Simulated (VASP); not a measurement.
Here is a VASP 6.6.1 calculation.

INCAR

```
SYSTEM = Ga8Sb5P3
ALGO     = Normal         ! electronic algorithm
EDIFF    = 1E-6           ! SCF threshold, eV
ENCUT    = 500            ! plane-wave cutoff, eV
GGA      = PS             ! functional
GGA_COMPAT= .FALSE.      
ISIF     = 2              ! what is computed and relaxed
ISMEAR   = 0              ! smearing method
LASPH    = .TRUE.         ! aspherical terms in the spheres
LCHARG   = .FALSE.        ! write CHGCAR
LREAL    = .FALSE.        ! projectors in reciprocal space
LWAVE    = .FALSE.        ! write WAVECAR
NBANDS   = 86             ! bands
NELM     = 120            ! most SCF steps
PREC     = Accurate       ! precision mode
SIGMA    = 0.1            ! smearing width, eV
```

KPOINTS

```
k-points
0
G
  4 4 4
  0 0 0
```

The input POSCAR:

```
Ga8Sb5P3
1.0
    0.0000000000      5.8676875000      5.8676875000
    5.8676875000      0.0000000000      5.8676875000
    5.8676875000      5.8676875000      0.0000000000
Ga Sb P
8 5 3
Direct
    0.0000000000      0.0000000000      0.0000000000
    0.0000000000      0.0000000000      0.5000000000
    0.0000000000      0.5000000000      0.0000000000
    0.0000000000      0.5000000000      0.5000000000
    0.5000000000      0.0000000000      0.0000000000
    0.5000000000      0.0000000000      0.5000000000
    0.5000000000      0.5000000000      0.0000000000
    0.5000000000      0.5000000000      0.5000000000
    0.1250000000      0.1250000000      0.1250000000
    0.1250000000      0.1250000000      0.6250000000
    0.1250000000      0.6250000000      0.1250000000
    0.1250000000      0.6250000000      0.6250000000
    0.6250000000      0.1250000000      0.1250000000
    0.6250000000      0.1250000000      0.6250000000
    0.6250000000      0.6250000000      0.1250000000
    0.6250000000      0.6250000000      0.6250000000
```

Potentials or basis: VASP PAW PBE potentials, release 64 (Ga_d, Sb, P).

Command:

```bash
$ cat potpaw_PBE.64/Ga_d/POTCAR potpaw_PBE.64/Sb/POTCAR potpaw_PBE.64/P/POTCAR > POTCAR
$ mpirun -np 1 vasp_std > vasp.out
```

(1) What does it give for the largest force?

(2) What does it give for the band gap on the k mesh?

Results:

(1) 1.780 eV/Å.

(2) 0.10 eV.

Caveat: semilocal functionals underestimate gaps, and a narrow one can read as zero; the PAW data sets were made with another functional, which shifts forces and pressure a little; spin-orbit coupling is left out, which moves the levels of the heavy elements.
